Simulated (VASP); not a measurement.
Write the native input for VASP 6.6.1 that does the following.

| Item | Value |
| --- | --- |
| Task | single point |
| Functional | PBEsol |
| Potentials or basis | VASP PAW PBE potentials, release 64 (Bi_d) |
| Cutoff | 520 eV |
| k mesh | 8 × 8 × 4 |
| Occupations | fermi-dirac, width 0.05 eV |
| Spin | no spin polarisation |
| Dipole correction | no |
| Further INCAR settings | ALGO = Fast; EDIFF = 1e-06; NBANDS = 22 |

The structure of Bi lies in POSCAR:

```
Bi
1.0
    3.2190678758      0.0000000000     -0.0739361967
    0.0000000000      3.2347554005      0.0000000000
   -0.2270972520      0.0000000000      6.3867829459
Bi
2
Direct
    0.5554490458      0.0000000000      0.7491035450
    0.4445509542      0.0000000000      0.2508964550
```

The input as run:

INCAR

```
SYSTEM = Bi
PREC = Accurate
ENCUT = 520
EDIFF = 1E-6
ISMEAR = -1
SIGMA = 0.05
LREAL = .False.
LASPH = .True.
NELM = 60
ALGO = Fast
ISIF = 2
LWAVE = .False.
LCHARG = .True.
GGA = PS
LELF = .True.
LVHAR = .True.
NBANDS = 22
```

KPOINTS

```
Automatic mesh
0
Gamma
  8 8 4
  0 0 0
```

Potentials or basis: VASP PAW PBE potentials, release 64 (Bi_d).

Launch:

```bash
$ cat potpaw_PBE.64/Bi_d/POTCAR > POTCAR
$ mpirun -np 1 vasp_std > vasp.out
```

It gave:

| Quantity | Value |
| --- | --- |
| Pressure | -0.1 GPa |
| Band gap on the k mesh | zero (bands 15 and 16 overlap by 6.13 eV) |

Caveat: the PAW data sets were made with another functional, which shifts forces and pressure a little; spin-orbit coupling is left out, which moves the levels of the heavy elements.

Wall time 2 min on 1 thread of AMD EPYC 7R13, on a shared host, peak memory 0.2 GiB.
